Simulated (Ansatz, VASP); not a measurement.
## AlGa in VASP and in Ansatz

File INCAR:

```
ALGO = Normal ; EDIFF = 1E-6
ENCUT = 520 ; GGA = PE
ISIF = 2 ; ISMEAR = 0
LASPH = T ; LCHARG = T
LELF = T ; LREAL = F
LVHAR = T ; LWAVE = F
NBANDS = 24 ; NELM = 80
PREC = Accurate ; SIGMA = 0.1
```

KPOINTS

```
k-points
0
Gamma
  6 6 6
```

File POSCAR:

```
AlGa
1.0
    0.0000000000      3.2248240500      3.2248240500
    3.2248240500      0.0000000000      3.2248240500
    3.2248240500      3.2248240500      0.0000000000
Al Ga
2 2
Direct
    0.0000000000      0.0000000000      0.0000000000
    0.2500000000      0.2500000000      0.2500000000
    0.5000000000      0.5000000000      0.5000000000
    0.7500000000      0.7500000000      0.7500000000
```

Input for Ansatz:

```yaml
crystal:
  lattice:
    - [0.0, 3.22482405, 3.22482405]
    - [3.22482405, 0.0, 3.22482405]
    - [3.22482405, 3.22482405, 0.0]
  atoms:
    - { symbol: Al, position: [0.0, 0.0, 0.0] }
    - { symbol: Al, position: [0.25, 0.25, 0.25] }
    - { symbol: Ga, position: [0.5, 0.5, 0.5] }
    - { symbol: Ga, position: [0.75, 0.75, 0.75] }
basis:
  ecutwfc: 420
kpoints:
  mp_grid: { grid: [6, 6, 6] }
hamiltonian:
  xc: pbe
scf:
  occupations: { method: gaussian, width: 0.1 }
  lower_state_search: "off"
output:
  forces: true
  stress: true
  eigenvalues: true
```

Change from the starting cell: species swapped into the LiGa type (Fd-3m, No. 227).

Alike in both runs: task single point; functional PBE; k mesh 6 × 6 × 6; occupations gaussian, width 0.1 eV; no spin polarisation.

|  | VASP | Ansatz |
| --- | --- | --- |
| version | VASP 6.6.1 | Ansatz 0.2.0 |
| potentials or method | VASP PAW PBE potentials, release 64 (Al, Ga_d), cutoff 520 eV | scalar-relativistic, plane waves, PAW |
| valence electrons in the cell | 32 | 32 |

|  | VASP | Ansatz | Ansatz less VASP |
| --- | --- | --- | --- |
| gap on the k mesh at the Fermi level (eV) | none | none | - |
| pressure (GPa) | 5.9 | 5.9 | -0.04 |

A gap of «none» marks a metal or a gap that the smearing closes.
